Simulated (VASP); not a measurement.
Write the native input for VASP 6.6.1 that does the following.

```
Task                               : single point
Functional                         : HSE06
Potentials or basis                : VASP PAW PBE potentials, release 64 (Mo_sv, Se)
Cutoff                             : 520 eV
k mesh                             : 4 × 4 × 4
Occupations                        : methfessel-paxton, width 0.05 eV
Spin                               : no spin polarisation
Dipole correction                  : no
Grid for exact exchange (PRECFOCK) : Normal
Further INCAR settings             : ALGO = Normal; EDIFF = 1e-06; NBANDS = 17
Share of exact exchange            : 0.25
Screening parameter                : 0.2079 1/Å
```

The system is MoSe.

```
Mo Se
1.0
     3.50023    0.00000    0.00000
     0.00000    3.50023    0.00000
     0.00000    0.00000    3.50023
Mo Se
1 1
Direct
  0.00000 0.00000 0.00000
  0.50000 0.50000 0.50000
```

These files were run (other wordings do the same):

POSCAR

```
MoSe
1.0
    3.5002295900      0.0000000000      0.0000000000
    0.0000000000      3.5002295900      0.0000000000
    0.0000000000      0.0000000000      3.5002295900
Mo Se
1 1
Direct
    0.0000000000      0.0000000000      0.0000000000
    0.5000000000      0.5000000000      0.5000000000
```

INCAR.step1

```
PREC = Accurate
ENCUT = 520
EDIFF = 1E-5
ISMEAR = 1
SIGMA = 0.05
LREAL = False
LASPH = True
NELM = 60
ALGO = Normal
ISIF = 2
LWAVE = True
LCHARG = False
GGA = PE
NBANDS = 17
```

INCAR.step2

```
PREC = Accurate
ENCUT = 520
EDIFF = 1E-6
ISMEAR = 1
SIGMA = 0.05
LREAL = False
LASPH = True
NELM = 60
ALGO = Normal
ISIF = 2
LWAVE = False
LCHARG = False
GGA = PE
LHFCALC = True
HFSCREEN = 0.2079
PRECFOCK = Normal
ISTART = 1
NBANDS = 17
```

KPOINTS

```
regular mesh
0
Gamma
  4 4 4
```

Potentials or basis: VASP PAW PBE potentials, release 64 (Mo_sv, Se).

Run with:

```bash
$ cat potpaw_PBE.64/Mo_sv/POTCAR potpaw_PBE.64/Se/POTCAR > POTCAR
$ cp INCAR.step1 INCAR
$ mpirun -np 1 vasp_std > vasp.out
$ cp INCAR.step2 INCAR
$ mpirun -np 1 vasp_std > vasp.out
```

Results of the run:

```
Pressure               : -31.9 GPa
Band gap on the k mesh : zero (bands 10 and 11 overlap by 2.00 eV)
```

Caveat: the k points lie up to 0.45 Å⁻¹ apart, too coarse for converged energies and pressures of a metal; the PAW data sets were made with another functional, which shifts forces and pressure a little.

Wall time 8.1 min on 1 thread of Intel(R) Xeon(R) Platinum 8259CL CPU @ 2.50GHz (Skylake/Cascade Lake) (shared host), peak memory 0.27 GiB.
